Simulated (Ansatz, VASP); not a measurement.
**One calculation of Ir2Rh, two programs**

```
Ir Rh
1.0
     2.72672    0.00000    0.00000
    -1.36336    2.36141    0.00000
     0.00000    0.00000    6.68094
Ir Rh
2 1
Direct
  0.33333 0.66667 0.66616
  0.66667 0.33333 0.33384
  0.00000 0.00000 0.00000
```

Alike in both runs: functional PBE; k mesh 18 × 18 × 8; occupations gaussian, width 0.1 eV; no spin polarisation.

Ansatz relaxed the structure, and its values are those at the end. VASP's run is a single point on that final structure, the one shown.

```csv
,VASP,Ansatz
version,VASP 6.6.1,Ansatz 0.2.0
potentials or method,"VASP PAW PBE potentials, release 64 (Ir, Rh_pv), cutoff 520 eV","scalar-relativistic, plane waves, PAW"
valence electrons in the cell,33,51
```

VASP gave:

| Quantity | Value |
| --- | --- |
| gap on the k mesh at the Fermi level (eV) | none |
| pressure (GPa) | 0.4 |
| rms of the force components (eV/Å) | 0.017 |

Problem. Which values does Ansatz return?

Solution. gap on the k mesh at the Fermi level (eV): none; pressure (GPa): 0.0; rms of the force components (eV/Å): 0.000.

A gap of «none» marks a metal or a gap that the smearing closes. VASP's potentials hold 33 valence electrons a cell and Ansatz's 51, so a difference there can come from the potentials and not from the codes.

Spin-orbit coupling is off throughout.
